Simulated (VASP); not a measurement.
A run of VASP 6.6.1 is set up as follows.

Contents of INCAR:

```
ALGO     = Normal         # electronic algorithm
EDIFF    = 1E-6           # SCF threshold, eV
ENCUT    = 500            # plane-wave cutoff, eV
GGA      = PS             # functional
GGA_COMPAT= False        
ISIF     = 2              # what is computed and relaxed
ISMEAR   = 0              # smearing method
LASPH    = True           # aspherical terms in the spheres
LCHARG   = True           # write CHGCAR
LELF     = True           # ELF
LREAL    = False          # projectors in reciprocal space
LVHAR    = True         
LWAVE    = False          # write WAVECAR
NBANDS   = 45             # bands
NELM     = 120            # most SCF steps
PREC     = Accurate       # precision mode
SIGMA    = 0.1            # smearing width, eV
```

KPOINTS

```
k-points
0
Gamma
  8 8 8
```

The input POSCAR:

```
Bi2Te
1.0
   -4.0799378791      4.0799378791      3.0812753226
    4.0799378791     -4.0799378791      3.0812753226
    4.0799378791      4.0799378791     -3.0812753226
Bi Te
4 2
Direct
    0.3750000000      0.6251359054      0.7501359054
    0.8750000000      0.6248640946      0.2498640946
    0.3748640946      0.1250000000      0.7498640946
    0.3751359054      0.6250000000      0.2501359054
    0.0000000000      0.0000000000      0.0000000000
    0.7500000000      0.2500000000      0.5000000000
```

Potentials or basis: VASP PAW PBE potentials, release 64 (Bi_d, Te).

Launch:

```bash
$ cat potpaw_PBE.64/Bi_d/POTCAR potpaw_PBE.64/Te/POTCAR > POTCAR
$ mpirun -np 1 vasp_std > vasp.out
```

Predict the pressure.

0.0 GPa.

Estimate the band gap on the k mesh.

zero (band 36 reaches 6.23 eV, above the bottom of band 37 at 6.02 eV).

Caveat: the PAW data sets were made with another functional, which shifts forces and pressure a little; spin-orbit coupling is left out, which moves the levels of the heavy elements.
